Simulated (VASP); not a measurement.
# Ti3N3O in VASP: notebook

Runs on Ti3N3O. Level: PBE. Tasks: single point.

All numbers are computed with VASP 6.6.1; they aren't measurements. Logs are shortened: lines on timing, memory, paths and dates and some standing lists are left out, and cuts for length are marked.

## (1) The cell of the first run

The cell holds a slab with vacuum, 7 atoms: a = 3.003 Å, b = 3.003 Å, c = 19.758 Å, α = 90.00°, β = 90.00°, γ = 90.00°.

## (2) Single point, PBE

Input file INCAR:

```
SYSTEM = Ti3N3O
PREC = Accurate
ENCUT = 520
EDIFF = 1E-7
ISMEAR = 0
SIGMA = 0.1
LREAL = .FALSE.
LASPH = .TRUE.
NELM = 80
ALGO = Normal
ISIF = 2
LWAVE = .FALSE.
LCHARG = .TRUE.
LDIPOL = .TRUE.
IDIPOL = 3
DIPOL = 0.5 0.5 0.332
GGA = PE
LELF = .TRUE.
LVHAR = .TRUE.
LVACPOTAV = .TRUE.
NBANDS = 38
```

Input file KPOINTS:

```
Automatic mesh
0
G
  9 9 1
  0 0 0
```

Input file POSCAR:

```
Ti3N3O
1.0
    3.0028555065      0.0000000000      0.0000000000
    0.0000000000      3.0028555065      0.0000000000
    0.0000000000      0.0000000000     19.7584945265
Ti N O
3 3 1
Direct
    0.5000000000      0.5000000000      0.2024445736
    0.0000000000      0.0000000000      0.3072496201
    0.5661451433      0.4862639574      0.4129589410
    0.0000000000      0.0000000000      0.2024445736
    0.5000000000      0.5000000000      0.3055678856
    0.0650884180     -0.0199021952      0.4169567638
    0.1250000000      0.2500000000      0.4785926777
```

Potentials or basis: VASP PAW PBE potentials, release 64 (Ti_sv, N, O).

On the command line:

```sh
$ cat potpaw_PBE.64/Ti_sv/POTCAR potpaw_PBE.64/N/POTCAR potpaw_PBE.64/O/POTCAR > POTCAR
$ mpirun -np 1 vasp_std > vasp.out
```

OUTCAR:

```text
SYSTEM = Ti3N3O
   PREC = Accurate
   ENCUT = 520
   EDIFF = 1E-7
   ISMEAR = 0
   LREAL = .FALSE.
   LASPH = .TRUE.
   NELM = 80
   ISIF = 2
   GGA = PE

 ion  position               nearest neighbor table
   1  0.500  0.500  0.202-   5 2.04   4 2.12   4 2.12   4 2.12   4 2.12
   2  0.000  0.000  0.307-   4 2.07   5 2.12   5 2.12   5 2.12   5 2.12   6 2.18   3 2.86   3 2.91

   3  0.566  0.486  0.413-   7 1.98   6 2.11   6 2.11   5 2.13   6 2.14   6 2.14   7 2.24   2 2.86
                             2 2.91
   4  0.000  0.000  0.202-   2 2.07   1 2.12   1 2.12   1 2.12   1 2.12
   5  0.500  0.500  0.306-   1 2.04   2 2.12   2 2.12   2 2.12   2 2.12   3 2.13
   6  0.065  0.980  0.417-   7 1.47   3 2.11   3 2.11   3 2.14   3 2.14   2 2.18
   7  0.125  0.250  0.479-   6 1.47   3 1.98   3 2.24

  LATTYP: Found a simple tetragonal cell.
 ALAT       =     3.0028555065
 C/A-ratio  =     6.5799018580

  Lattice vectors:

 A1 = (   3.0028555065,   0.0000000000,   0.0000000000)
 A2 = (   0.0000000000,   3.0028555065,   0.0000000000)
 A3 = (   0.0000000000,   0.0000000000,  19.7584945265)

Analysis of symmetry for initial positions (statically):
=====================================================================
 Subroutine PRICEL returns:
 Original cell was already a primitive cell.

 Routine SETGRP: Setting up the symmetry group for a
 simple tetragonal supercell.

 Subroutine GETGRP returns: Found  1 space group operations
 (whereof  1 operations were pure point group operations)
 out of a pool of 16 trial point group operations.

The static configuration has the point symmetry C_1 .

Analysis of symmetry for dynamics (positions and initial velocities):
=====================================================================
 Subroutine PRICEL returns:
 Original cell was already a primitive cell.

 Routine SETGRP: Setting up the symmetry group for a
 simple tetragonal supercell.

 Subroutine GETGRP returns: Found  1 space group operations
 (whereof  1 operations were pure point group operations)
 out of a pool of 16 trial point group operations.

The dynamic configuration has the point symmetry C_1 .

 Subroutine INISYM returns: Found  1 space group operations
 (whereof  1 operations are pure point group operations),
 and found     1 'primitive' translations

----------------------------------------------------------------------------------------

                                     Primitive cell

  volume of cell :     178.1651

  direct lattice vectors                    reciprocal lattice vectors
     3.002855506  0.000000000  0.000000000     0.333016357  0.000000000  0.000000000
     0.000000000  3.002855506  0.000000000     0.000000000  0.333016357  0.000000000
     0.000000000  0.000000000 19.758494527     0.000000000  0.000000000  0.050611143

  length of vectors
     3.002855506  3.002855506 19.758494527     0.333016357  0.333016357  0.050611143

  position of ions in fractional coordinates (direct lattice)
     0.500000000  0.500000000  0.202444574
     0.000000000  0.000000000  0.307249620
     0.566145143  0.486263957  0.412958941
     0.000000000  0.000000000  0.202444574
     0.500000000  0.500000000  0.305567886
     0.065088418  0.980097805  0.416956764
     0.125000000  0.250000000  0.478592678

  ion indices of the primitive-cell ions
   primitive index   ion index
                 1           1
                 2           2
                 3           3
                 4           4
                 5           5
                 6           6
                 7           7

----------------------------------------------------------------------------------------

 KPOINTS: Automatic mesh

Automatic generation of k-mesh.
 Grid dimensions read from file:
 generate k-points for:    9    9    1

 Generating k-lattice:

  Cartesian coordinates                     Fractional coordinates (reciprocal lattice)
     0.037001817  0.000000000  0.000000000     0.111111111  0.000000000  0.000000000
     0.000000000  0.037001817  0.000000000     0.000000000  0.111111111  0.000000000
     0.000000000  0.000000000  0.050611143     0.000000000  0.000000000  1.000000000

  Length of vectors
     0.037001817  0.037001817  0.050611143

  Shift w.r.t. Gamma in fractional coordinates (k-lattice)
     0.000000000  0.000000000  0.000000000

 Subroutine IBZKPT returns following result:
 ===========================================

 Found     41 irreducible k-points:

 Following reciprocal coordinates:
            Coordinates               Weight
  0.000000  0.000000  0.000000      1.000000
  0.111111  0.000000  0.000000      2.000000
  0.000000  0.111111  0.000000      2.000000
  0.222222  0.000000  0.000000      2.000000
  0.000000  0.222222  0.000000      2.000000
  0.333333  0.000000  0.000000      2.000000
[... 16 lines left out ...]
  0.111111  0.444444  0.000000      2.000000
  0.222222  0.222222  0.000000      2.000000
 [... further k-points ...]
   k-points           NKPTS =     41   k-points in BZ     NKDIM =     41   number of bands    NBANDS=     38
   number of dos      NEDOS =    301   number of ions     NIONS =      7
   total plane-waves  NPLWV =  86400
   dimension x,y,z NGX =    24 NGY =   24 NGZ =  150
   dimension x,y,z NGXF=    48 NGYF=   48 NGZF=  300
   ions per type =               3   3   1
   NGX,Y,Z   is equivalent  to a cutoff of  13.29, 13.29, 12.62 a.u.
   NGXF,Y,Z  is equivalent  to a cutoff of  26.57, 26.57, 25.24 a.u.
 SYSTEM =  Ti3N3O
   PREC   = accura    normal or accurate (medium, high low for compatibility)
   ISTART =      0    job   : 0-new  1-cont  2-samecut
   ICHARG =      2    charge: 1-file 2-atom 10-const
   ISPIN  =      1    spin polarized calculation?
   LNONCOLLINEAR =      F non collinear calculations
   LSORBIT =      F    spin-orbit coupling
   LASPH  =      T    aspherical Exc in radial PAW
   ENCUT  =  520.0 eV  38.22 Ry    6.18 a.u.   5.58  5.58 36.74*2*pi/ulx,y,z
   NELM   =     80;   NELMIN=  2; NELMDL= -5     # of ELM steps
   EDIFF  = 0.1E-06   stopping-criterion for ELM
   LREAL  =      F    real-space projection
   EDIFFG = 0.1E-05   stopping-criterion for IOM
   NSW    =      0    number of steps for IOM
   IBRION =     -1    ionic relax: 0-MD 1-quasi-New 2-CG
   NFREE  =      0    steps in history (QN), initial steepest desc. (CG)
   ISIF   =      2    stress and relaxation
   ISYM   =      2    0-nonsym 1-usesym 2-fastsym
   POTIM  = 0.5000    time-step for ionic-motion
   TEBEG  =    0.0;   TEEND  =   0.0 temperature during run
   PSTRESS=    0.0 pullay stress
   NELECT =      57.0000    total number of electrons
   NUPDOWN=      -1.0000    fix difference up-down
   EMIN   =  10.00;   EMAX   =-10.00  energy-range for DOS
   EFERMI =   0.00;   METHOD = LEGACY
   ISMEAR =     0;   SIGMA  =   0.10  broadening in eV -4-tet -1-fermi 0-gaus
   EFERMI_NEDOS =   21; number of points for ismear=-14 and -15
   IALGO  =     38    algorithm
   IMIX   =      4    mixing-type and parameters
     AMIX     =   0.40;   BMIX     =  1.00
     AMIX_MAG =   1.60;   BMIX_MAG =  1.00
  volume/ion in A,a.u.               =      25.45       171.76
  Fermi-wavevector in a.u.,A,eV,Ry     =   1.119676  2.115880 17.057262  1.253673
  Thomas-Fermi vector in A             =   2.256316
   LORBIT       =      0    0 simple, 1 ext, 2 COOP (PROOUT), +10 PAW based schemes
   GGA     = PE    functional components
   LHFCALC =     F    Hartree Fock is set to
   AEXX    =    0.0000 exact exchange contribution
   IVDW    =     0    specifies the selected vdW correction
   LEPSILON=     F    determine dielectric tensor
   LRPA    =     F    only Hartree local field effects (RPA)
 non-spin polarized calculation
 Gauss-broadening in eV      SIGMA  =   0.10
  energy-cutoff  :      520.00
  volume of cell :      178.17
 maximum number of plane-waves:      4826
   NGX = 11   NGY = 11   NGZ = 73

 dipolmoment           0.000000      0.000000     -0.465627 electrons x Angstroem

 number of electron      56.9999998 magnetization

 dipolmoment           0.000000      0.000000      0.154034 electrons x Angstroem

 Free energy of the ion-electron system (eV)
  ---------------------------------------------------
  ext. energy  EPLUGINS =         0.00000000
  ---------------------------------------------------
  free energy    TOTEN  =       -62.38628522 eV

  energy without entropy =      -62.36440226  energy(sigma->0) =      -62.37534374

 E-fermi :   1.4517     XC(G=0):  -5.4647

 val. band max:        1.4222117490   @ k =   0.3333   0.3333   0.0000
 cond. band min:       1.4584707197   @ k =  -0.1111   0.4444   0.0000
 fundamental gap:      0.0362589707
 Fermi energy:         1.4516700056

 k-point     1 :       0.0000    0.0000    0.0000
  band No.  band energies     occupation
      1     -56.5433      2.00000
      2     -56.4122      2.00000
      3     -56.1817      2.00000
      4     -32.9408      2.00000
      5     -32.8548      2.00000
      6     -32.7674      2.00000
[... 30 lines left out ...]
     37       2.9955      0.00000
     38       3.1509      0.00000

 k-point     2 :       0.1111    0.0000    0.0000
  band No.  band energies     occupation
      1     -56.5388      2.00000
      2     -56.4079      2.00000
      3     -56.1789      2.00000
      4     -32.9357      2.00000
      5     -32.8663      2.00000
      6     -32.8084      2.00000
[... 30 lines left out ...]
     37       3.2895      0.00000
     38       3.4998      0.00000

 k-point     3 :       0.0000    0.1111    0.0000
  band No.  band energies     occupation
      1     -56.5390      2.00000
      2     -56.4079      2.00000
      3     -56.1789      2.00000
      4     -32.9365      2.00000
      5     -32.8642      2.00000
      6     -32.7621      2.00000
[... 30 lines left out ...]
     37       3.3517      0.00000
     38       3.4997      0.00000

 k-point     4 :       0.2222    0.0000    0.0000
  band No.  band energies     occupation
      1     -56.5273      2.00000
      2     -56.3970      2.00000
      3     -56.1719      2.00000
      4     -32.9920      2.00000
      5     -32.8817      2.00000
      6     -32.8628      2.00000
[... 30 lines left out ...]
     37       3.7354      0.00000
     38       4.0796      0.00000
[... 703 lines left out ...]
      4     -33.1938      2.00000
      5     -32.9638      2.00000
      6     -32.8506      2.00000
[... 30 lines left out ...]
     37       4.0007      0.00000
     38       4.7766      0.00000

 k-point    23 :       0.1111    0.4444    0.0000
  band No.  band energies     occupation
      1     -56.5038      2.00000
      2     -56.3728      2.00000
      3     -56.1557      2.00000
      4     -33.0952      2.00000
      5     -32.9423      2.00000
      6     -32.8445      2.00000
[... 30 lines left out ...]
     37       4.1440      0.00000
     38       4.6988      0.00000

 k-point    24 :       0.2222    0.2222    0.0000
  band No.  band energies     occupation
      1     -56.5131      2.00000
      2     -56.3830      2.00000
      3     -56.1610      2.00000
      4     -32.9810      2.00000
      5     -32.8763      2.00000
      6     -32.8450      2.00000
[... 30 lines left out ...]
     37       3.7531      0.00000
     38       3.9991      0.00000

 [... further k-points ...]

------------------------ aborting loop because EDIFF is reached ----------------------------------------

  FORCE on cell =-STRESS in cart. coord.  units (eV):
  Direction    XX          YY          ZZ          XY          YZ          ZX
  --------------------------------------------------------------------------------------
  -------------------------------------------------------------------------------------
  Total       -2.6010789      1.7666866      0.0882031      0.0921720     -0.9960786     -2.7494269
  in kB      -23.3906016     15.8872008      0.7931801      0.8288706     -8.9573895    -24.7246437
  external PRESSURE =      -2.2367402 kB  Pullay stress =       0.0000000 kB

 VOLUME and BASIS-vectors are now :
 -----------------------------------------------------------------------------
  energy-cutoff  :      520.00
  volume of cell :      178.17
      direct lattice vectors                 reciprocal lattice vectors
     3.002855506  0.000000000  0.000000000     0.333016357  0.000000000  0.000000000
     0.000000000  3.002855506  0.000000000     0.000000000  0.333016357  0.000000000
     0.000000000  0.000000000 19.758494527     0.000000000  0.000000000  0.050611143

 POSITION                                       TOTAL-FORCE (eV/Angst)
 -----------------------------------------------------------------------------------
      1.50143      1.50143      4.00000         0.044042     -0.049294      1.648086
      0.00000      0.00000      6.07079         0.396210      0.433356     -0.590364
      1.70005      1.46018      8.15945         0.035761      0.035996     -0.014212
      0.00000      0.00000      4.00000        -0.054391     -0.038372     -1.567032
      1.50143      1.50143      6.03756         0.427013      0.025188      0.458792
      0.19545      2.94309      8.23844        -0.035244     -0.105847     -0.127238
      0.37536      0.75071      9.45627        -0.813391     -0.301026      0.191968
 -----------------------------------------------------------------------------------
    total drift:                                0.000130      0.000201     -0.000892

  FREE ENERGIE OF THE ION-ELECTRON SYSTEM (eV)
  ---------------------------------------------------
  free  energy   TOTEN  =       -62.3862852231 eV

  energy  without entropy=      -62.3644022607  energy(sigma->0) =      -62.37534374

 vacuum level on the upper side and lower side of the slab         6.861         3.770
```

Wall time 13 min (1 thread of Intel Xeon Platinum 8259CL at 2.50GHz (Skylake/Cascade Lake), shared host); peak memory 0.41 GiB.

Results:

```yaml
Free_energy: -62.3863 eV
Largest_force: 1.649 eV/Å
Band_gap_on_the_k_mesh: zero (an odd number of electrons rules out a gap without spin polarisation)
```

Forces on the atoms (eV/Å):
```
Ti   0.044 -0.049  1.648
Ti   0.396  0.433 -0.590
Ti   0.036  0.036 -0.014
N   -0.054 -0.038 -1.567
N    0.427  0.025  0.459
N   -0.035 -0.106 -0.127
O   -0.813 -0.301  0.192
```

Levels at points of the mesh, in eV from the Fermi level:
| k point | band 26 | band 27 | band 28 | band 29 | band 30 | band 31 | band 32 | band 33 |
| --- | --- | --- | --- | --- | --- | --- | --- | --- |
| (0.00, 0.00, 0.00) | -2.49 | -2.28 | -1.86 | -1.32 | -0.44 | -0.18 | 0.11 | 0.44 |

Caveat: an odd number of electrons without spin polarisation forces a metal; a magnetic or distorted state may lie lower.

[end of part 1 of 2]
